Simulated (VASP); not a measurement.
# Te2Mo in VASP: single point with LDA

Aim: the single point of Te2Mo with LDA.

All numbers are computed with VASP 6.6.1; they aren't measurements. Logs are shortened: lines on timing, memory, paths and dates and some standing lists are left out, and cuts for length are marked.

**1. The cell of the first run**

The cell holds a slab with vacuum, 9 atoms: a = 3.471 Å, b = 3.471 Å, c = 30.207 Å, α = 90.00°, β = 90.00°, γ = 120.00°.

**2. Single point, LDA (atoms displaced along a vibrational mode)**

Contents of INCAR:

```
SYSTEM = Te2Mo
  ALGO = Normal
  EDIFF = 1E-6
  ENCUT = 520
  ISIF = 2
  ISMEAR = 0
  KPAR = 4
  LASPH = .TRUE.
  LCHARG = .TRUE.
  LREAL = .FALSE.
  LVHAR = .TRUE.
  LWAVE = .FALSE.
  NBANDS = 49
  NELM = 100
  PREC = Accurate
  SIGMA = 0.05
```

Contents of KPOINTS:

```
k-points
0
G
  12 12 1
  0 0 0
```

Contents of POSCAR:

```
Te2Mo
1.0
    3.4709964735      0.0000000000      0.0000000000
   -1.7354982368      3.0059711225      0.0000000000
    0.0000000000      0.0000000000     30.2065362563
Te Mo
6 3
Direct
   -0.0576203409      0.0000000000      0.9405159683
    0.3633996974      0.6666666667      0.7128929968
    0.3608848072      0.6666666667      0.1682534351
    0.3608848072      0.6666666667      0.8317465649
    0.3633996974      0.6666666667      0.2871070032
   -0.0576203409      0.0000000000      0.0594840317
    0.0285848745      0.0000000000      0.7722229666
    0.0285848745      0.0000000000      0.2277770334
    0.2761702413      0.6666666667      0.0000000000
```

Potentials or basis: VASP PAW LDA potentials, release 64 (Te, Mo_sv).

Started as:

```console
$ cat potpaw_LDA.64/Te/POTCAR potpaw_LDA.64/Mo_sv/POTCAR > POTCAR
$ mpirun -np 4 vasp_std > vasp.out
```

OUTCAR:

```text
SYSTEM = Te2Mo
   EDIFF = 1E-6
   ENCUT = 520
   ISIF = 2
   ISMEAR = 0
   LASPH = .TRUE.
   LREAL = .FALSE.
   NELM = 100
   PREC = Accurate

 ion  position               nearest neighbor table
   1  0.942  0.000  0.941-   9 2.69   9 2.69   9 2.69   6 3.59
   2  0.363  0.667  0.713-   7 2.69   7 2.69   7 2.69   4 3.59
   3  0.361  0.667  0.168-   8 2.69   8 2.69   8 2.69   5 3.59
   4  0.361  0.667  0.832-   7 2.69   7 2.69   7 2.69   2 3.59
   5  0.363  0.667  0.287-   8 2.69   8 2.69   8 2.69   3 3.59
   6  0.942  0.000  0.059-   9 2.69   9 2.69   9 2.69   1 3.59
   7  0.029  0.000  0.772-   2 2.69   2 2.69   4 2.69   2 2.69   4 2.69   4 2.69
   8  0.029  0.000  0.228-   5 2.69   5 2.69   3 2.69   5 2.69   3 2.69   3 2.69
   9  0.276  0.667  0.000-   1 2.69   6 2.69   1 2.69   6 2.69   1 2.69   6 2.69

  LATTYP: Found a hexagonal cell.
 ALAT       =     3.4709964735
 C/A-ratio  =     8.7025545796

  Lattice vectors:

 A1 = (   3.4709964735,   0.0000000000,   0.0000000000)
 A2 = (  -1.7354982368,   3.0059711225,   0.0000000000)
 A3 = (   0.0000000000,   0.0000000000,  30.2065362563)

Analysis of symmetry for initial positions (statically):
=====================================================================
 Subroutine PRICEL returns:
 Original cell was already a primitive cell.

 Routine SETGRP: Setting up the symmetry group for a
 hexagonal supercell.

 Subroutine GETGRP returns: Found  2 space group operations
 (whereof  2 operations were pure point group operations)
 out of a pool of 24 trial point group operations.

The static configuration has the point symmetry C_1h.

Analysis of symmetry for dynamics (positions and initial velocities):
=====================================================================
 Subroutine PRICEL returns:
 Original cell was already a primitive cell.

 Routine SETGRP: Setting up the symmetry group for a
 hexagonal supercell.

 Subroutine GETGRP returns: Found  2 space group operations
 (whereof  2 operations were pure point group operations)
 out of a pool of 24 trial point group operations.

The dynamic configuration has the point symmetry C_1h.

 Subroutine INISYM returns: Found  2 space group operations
 (whereof  2 operations are pure point group operations),
 and found     1 'primitive' translations

----------------------------------------------------------------------------------------

                                     Primitive cell

  volume of cell :     315.1664

  direct lattice vectors                    reciprocal lattice vectors
     3.470996474  0.000000000  0.000000000     0.288101704  0.166335597  0.000000000
    -1.735498237  3.005971123  0.000000000     0.000000000  0.332671193  0.000000000
     0.000000000  0.000000000 30.206536256     0.000000000  0.000000000  0.033105418

  length of vectors
     3.470996474  3.470996474 30.206536256     0.332671193  0.332671193  0.033105418

  position of ions in fractional coordinates (direct lattice)
     0.942379659  0.000000000  0.940515968
     0.363399697  0.666666667  0.712892997
     0.360884807  0.666666667  0.168253435
     0.360884807  0.666666667  0.831746565
     0.363399697  0.666666667  0.287107003
     0.942379659  0.000000000  0.059484032
     0.028584874  0.000000000  0.772222967
     0.028584874  0.000000000  0.227777033
     0.276170241  0.666666667  0.000000000

  ion indices of the primitive-cell ions
   primitive index   ion index
                 1           1
                 2           2
                 3           3
                 4           4
                 5           5
                 6           6
                 7           7
                 8           8
                 9           9

----------------------------------------------------------------------------------------

 KPOINTS: k-points

Automatic generation of k-mesh.
 Grid dimensions read from file:
 generate k-points for:   12   12    1

 Generating k-lattice:

  Cartesian coordinates                     Fractional coordinates (reciprocal lattice)
     0.024008475  0.013861300  0.000000000     0.083333333  0.000000000  0.000000000
     0.000000000  0.027722599  0.000000000     0.000000000  0.083333333  0.000000000
     0.000000000  0.000000000  0.033105418     0.000000000  0.000000000  1.000000000

  Length of vectors
     0.027722599  0.027722599  0.033105418

  Shift w.r.t. Gamma in fractional coordinates (k-lattice)
     0.000000000  0.000000000  0.000000000

 Subroutine IBZKPT returns following result:
 ===========================================

 Found     74 irreducible k-points:

 Following reciprocal coordinates:
            Coordinates               Weight
  0.000000  0.000000  0.000000      1.000000
  0.083333  0.000000  0.000000      2.000000
  0.000000  0.083333  0.000000      2.000000
 -0.083333  0.083333  0.000000      2.000000
  0.166667 -0.000000  0.000000      2.000000
  0.000000  0.166667  0.000000      2.000000
[... 16 lines left out ...]
  0.166667  0.083333  0.000000      2.000000
 -0.083333  0.250000  0.000000      2.000000
 [... further k-points ...]
   k-points           NKPTS =     74   k-points in BZ     NKDIM =     74   number of bands    NBANDS=     49
   number of dos      NEDOS =    301   number of ions     NIONS =      9
   total plane-waves  NPLWV = 188160
   dimension x,y,z NGX =    28 NGY =   28 NGZ =  240
   dimension x,y,z NGXF=    56 NGYF=   56 NGZF=  480
   ions per type =               6   3
   NGX,Y,Z   is equivalent  to a cutoff of  13.41, 13.41, 13.21 a.u.
   NGXF,Y,Z  is equivalent  to a cutoff of  26.82, 26.82, 26.42 a.u.
 SYSTEM =  Te2Mo
   PREC   = accura    normal or accurate (medium, high low for compatibility)
   ISTART =      0    job   : 0-new  1-cont  2-samecut
   ICHARG =      2    charge: 1-file 2-atom 10-const
   ISPIN  =      1    spin polarized calculation?
   LNONCOLLINEAR =      F non collinear calculations
   LSORBIT =      F    spin-orbit coupling
   LASPH  =      T    aspherical Exc in radial PAW
   ENCUT  =  520.0 eV  38.22 Ry    6.18 a.u.   6.45  6.45 56.16*2*pi/ulx,y,z
   NELM   =    100;   NELMIN=  2; NELMDL= -5     # of ELM steps
   EDIFF  = 0.1E-05   stopping-criterion for ELM
   LREAL  =      F    real-space projection
   EDIFFG = 0.1E-04   stopping-criterion for IOM
   NSW    =      0    number of steps for IOM
   IBRION =     -1    ionic relax: 0-MD 1-quasi-New 2-CG
   NFREE  =      0    steps in history (QN), initial steepest desc. (CG)
   ISIF   =      2    stress and relaxation
   ISYM   =      2    0-nonsym 1-usesym 2-fastsym
   POTIM  = 0.5000    time-step for ionic-motion
   TEBEG  =    0.0;   TEEND  =   0.0 temperature during run
   PSTRESS=    0.0 pullay stress
   NELECT =      78.0000    total number of electrons
   NUPDOWN=      -1.0000    fix difference up-down
   EMIN   =  10.00;   EMAX   =-10.00  energy-range for DOS
   EFERMI =   0.00;   METHOD = LEGACY
   ISMEAR =     0;   SIGMA  =   0.05  broadening in eV -4-tet -1-fermi 0-gaus
   EFERMI_NEDOS =   21; number of points for ismear=-14 and -15
   IALGO  =     38    algorithm
   IMIX   =      4    mixing-type and parameters
     AMIX     =   0.40;   BMIX     =  1.00
     AMIX_MAG =   1.60;   BMIX_MAG =  1.00
  volume/ion in A,a.u.               =      35.02       236.32
  Fermi-wavevector in a.u.,A,eV,Ry     =   1.027842  1.942340 14.374002  1.056459
  Thomas-Fermi vector in A             =   2.161808
   LORBIT       =      0    0 simple, 1 ext, 2 COOP (PROOUT), +10 PAW based schemes
   GGA     = CA    functional components
   LHFCALC =     F    Hartree Fock is set to
   AEXX    =    0.0000 exact exchange contribution
   IVDW    =     0    specifies the selected vdW correction
   LEPSILON=     F    determine dielectric tensor
   LRPA    =     F    only Hartree local field effects (RPA)
 non-spin polarized calculation
 Gauss-broadening in eV      SIGMA  =   0.05
  energy-cutoff  :      520.00
  volume of cell :      315.17
 maximum number of plane-waves:      8573
 NGX is ok and might be reduce to    28
   NGX = 13   NGY = 13   NGZ =113

 number of electron      77.9999999 magnetization

 Free energy of the ion-electron system (eV)
  ---------------------------------------------------
  ext. energy  EPLUGINS =         0.00000000
  ---------------------------------------------------
  free energy    TOTEN  =       -61.71451540 eV

  energy without entropy =      -61.71451540  energy(sigma->0) =      -61.71451540

 E-fermi :   4.5745     XC(G=0):  -7.8109

 val. band max:        4.2888527009   @ k =   0.0000   0.0000   0.0000
 cond. band min:       5.0927121063   @ k =  -0.2500   0.4167   0.0000
 fundamental gap:      0.8038594054
 Fermi energy:         4.5745145541

 k-point     1 :       0.0000    0.0000    0.0000
  band No.  band energies     occupation
      1     -56.1384      2.00000
      2     -56.1332      2.00000
      3     -56.1332      2.00000
      4     -30.5293      2.00000
      5     -30.5261      2.00000
      6     -30.5261      2.00000
[... 41 lines left out ...]
     48       7.7468      0.00000
     49       7.7774      0.00000

 k-point     2 :       0.0833    0.0000    0.0000
  band No.  band energies     occupation
      1     -56.1376      2.00000
      2     -56.1324      2.00000
      3     -56.1324      2.00000
      4     -30.5269      2.00000
      5     -30.5237      2.00000
      6     -30.5237      2.00000
[... 41 lines left out ...]
     48       7.5340      0.00000
     49       7.5397      0.00000

 k-point     3 :       0.0000    0.0833    0.0000
  band No.  band energies     occupation
      1     -56.1376      2.00000
      2     -56.1324      2.00000
      3     -56.1324      2.00000
      4     -30.5269      2.00000
      5     -30.5237      2.00000
      6     -30.5237      2.00000
[... 1081 lines left out ...]
     48       6.6632      0.00000
     49       7.6179      0.00000

 k-point    24 :      -0.0833    0.2500    0.0000
  band No.  band energies     occupation
      1     -56.1333      2.00000
      2     -56.1281      2.00000
      3     -56.1281      2.00000
      4     -30.5147      2.00000
      5     -30.5115      2.00000
      6     -30.5115      2.00000
[... 41 lines left out ...]
     48       6.6697      0.00000
     49       7.6257      0.00000

 [... further k-points ...]

------------------------ aborting loop because EDIFF is reached ----------------------------------------

  FORCE on cell =-STRESS in cart. coord.  units (eV):
  Direction    XX          YY          ZZ          XY          YZ          ZX
  --------------------------------------------------------------------------------------
  -------------------------------------------------------------------------------------
  Total        0.3277077      0.3778557      0.7494346      0.0876548      0.0000000      0.0000000
  in kB        1.6659323      1.9208643      3.8098199      0.4456010      0.0000000      0.0000000
  external PRESSURE =       2.4655388 kB  Pullay stress =       0.0000000 kB

 VOLUME and BASIS-vectors are now :
 -----------------------------------------------------------------------------
  energy-cutoff  :      520.00
  volume of cell :      315.17
      direct lattice vectors                 reciprocal lattice vectors
     3.470996474  0.000000000  0.000000000     0.288101704  0.166335597  0.000000000
    -1.735498237  3.005971123  0.000000000     0.000000000  0.332671193  0.000000000
     0.000000000  0.000000000 30.206536256     0.000000000  0.000000000  0.033105418

 POSITION                                       TOTAL-FORCE (eV/Angst)
 -----------------------------------------------------------------------------------
      3.27100      0.00000     28.40973         0.056742      0.010776     -0.034187
      0.10436      2.00398     21.53403        -0.030153     -0.000125     -0.058168
      0.09563      2.00398      5.08235        -0.026591     -0.010888     -0.032426
      0.09563      2.00398     25.12418        -0.026591     -0.010888      0.032426
      0.10436      2.00398      8.67251        -0.030153     -0.000125      0.058168
      3.27100      0.00000      1.79681         0.056742      0.010776      0.034187
      0.09922      0.00000     23.32618        -0.020596     -0.002923     -0.000326
      0.09922      0.00000      6.88036        -0.020596     -0.002923      0.000326
     -0.19841      2.00398      0.00000         0.041198      0.006321     -0.000000
 -----------------------------------------------------------------------------------
    total drift:                                0.000094      0.000047     -0.000000

  FREE ENERGIE OF THE ION-ELECTRON SYSTEM (eV)
  ---------------------------------------------------
  free  energy   TOTEN  =       -61.7145154044 eV

  energy  without entropy=      -61.7145154044  energy(sigma->0) =      -61.71451540
```

Run time: 9.5 min. Hardware: 4 MPI ranks of AMD EPYC 7R43 (Zen 3), shared host; peak memory 0.95 GiB.

What came out:

```yaml
Free_energy: -61.7145 eV
Largest_force: 0.067 eV/Å
Band_gap_on_the_k_mesh: 0.80 eV (least direct gap 1.15 eV)
```

Forces on the atoms (eV/Å):
```
Te   0.057  0.011 -0.034
Te  -0.030  0.000 -0.058
Te  -0.027 -0.011 -0.032
Te  -0.027 -0.011  0.032
Te  -0.030  0.000  0.058
Te   0.057  0.011  0.034
Mo  -0.021 -0.003  0.000
Mo  -0.021 -0.003  0.000
Mo   0.041  0.006  0.000
```

Levels at points of the mesh, in eV from the valence-band top:
```tsv
k point	band 35	band 36	band 37	band 38	band 39	band 40	band 41	band 42	band 43	band 44
(0.00, 0.00, 0.00)	-1.02	-1.02	-0.97	-0.10	0.00	3.00	3.08	3.10	3.13	3.14
(0.50, 0.00, 0.00)	-0.96	-0.93	-0.50	-0.37	-0.26	1.35	1.37	1.39	1.59	1.70
(0.00, 0.50, 0.00)	-0.99	-0.98	-0.48	-0.37	-0.27	1.35	1.37	1.39	1.55	1.70
(0.50, 0.50, 0.00)	-0.97	-0.92	-0.50	-0.37	-0.26	1.35	1.37	1.39	1.50	1.68
```

Caveat: the cell differs from its parent crystal (atoms displaced along a vibrational mode); spin-orbit coupling is left out, which moves the levels of the heavy elements.
